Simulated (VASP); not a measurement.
Crystal: HfS2.

```
Hf S
1.0
     3.63025    0.00000    0.00000
    -1.81512    3.14388    0.00000
     0.00000    0.00000    5.87871
Hf S
1 2
Direct
  0.00000 0.00000 0.00000
  0.66667 0.33333 0.75538
  0.33333 0.66667 0.24462
```

Base run:

| Quantity | Value |
| --- | --- |
| Program | VASP 6.6.1 |
| Functional | r2SCANh |
| Potentials or basis | VASP PAW PBE potentials, release 64 (Hf_pv, S) |
| Cutoff | 440 eV |
| k mesh | 6 × 6 × 4 |
| Occupations | gaussian, width 0.01 eV |
| Spin | no spin polarisation |

Its results: band gap on the k mesh 1.93 eV (least direct gap 2.85 eV); pressure -0.2 GPa; largest force 0.194 eV/Å.

**Question.** The run is repeated on the same cell with these changes: functional from r2SCANh to r2SCAN0; share of exact exchange from 0.1 to 0.25. What comes out?

**Answer.** Band gap on the k mesh 2.77 eV (least direct gap 3.75 eV); pressure -0.8 GPa; largest force 0.286 eV/Å.

Caveats: the PAW data sets were made with another functional, which shifts forces and pressure a little; spin-orbit coupling is left out, which moves the levels of the heavy elements.

A k mesh can miss the band edges.
